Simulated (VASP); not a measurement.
## Te2Mo: single point with PBE

The system is Te2Mo.

```
Te Mo
1.0
     3.44638    0.00000    0.00000
    -1.72319    2.98465    0.00000
     0.00000    0.00000   13.68834
Te Mo
4 2
Cartesian
  0.0000 1.9898 8.5005
  1.7232 0.9949 1.6563
  0.0000 1.9898 12.0321
  1.7232 0.9949 5.1879
  0.0000 1.9898 3.4221
  1.7232 0.9949 10.2663
```

* Program: VASP 6.6.1
* Task: single point
* Functional: PBE
* Potentials or basis: VASP PAW PBE potentials, release 64 (Te, Mo_sv)
* Cutoff: 520 eV
* k mesh: 8 × 8 × 2
* Occupations: fermi-dirac, width 0.1 eV
* Spin: no spin polarisation

| Property | Result |
| --- | --- |
| Pressure | 10.5 GPa |
| Largest force | 1.139 eV/Å |
| Band gap on the k mesh | 0.78 eV (least direct gap 1.31 eV) |

Forces in eV/Å, atoms in the order of the input:
```
Te   0.000  0.000 -1.139
Te   0.000  0.000 -1.139
Te   0.000  0.000  1.139
Te   0.000  0.000  1.139
Mo   0.000  0.000  0.000
Mo   0.000  0.000  0.000
```

Stress tensor (GPa, compression positive):
```
 9.65  0.00  0.00
 0.00  9.65  0.00
 0.00  0.00 12.20
```

Levels at points of the mesh, in eV from the valence-band top:
```
           k point  band 24  band 25  band 26  band 27  band 28  band 29
(0.00, 0.00, 0.00)    -1.13    -0.29     0.00     3.12     3.12     3.26
(0.50, 0.00, 0.00)    -1.11    -0.62    -0.30     1.31     1.38     1.50
(0.00, 0.00, 0.50)    -1.15    -0.08    -0.08     3.16     3.16     3.16
(0.50, 0.00, 0.50)    -1.11    -0.46    -0.46     1.34     1.34     1.72
```

Wall time 3.9 min on 1 thread of AMD EPYC 7R43 64-Core Processor (Zen 3), on a shared host, peak memory 0.28 GiB.

Caveat: the cell stands under pressure; spin-orbit coupling is left out, which moves the levels of the heavy elements; this functional lacks dispersion, which binds the layers, so the pressure and a relaxed spacing across them are unreliable; forces of over 1 eV/Å act on the atoms, so gaps and moduli don't describe the material at rest. A k mesh can miss the band edges.
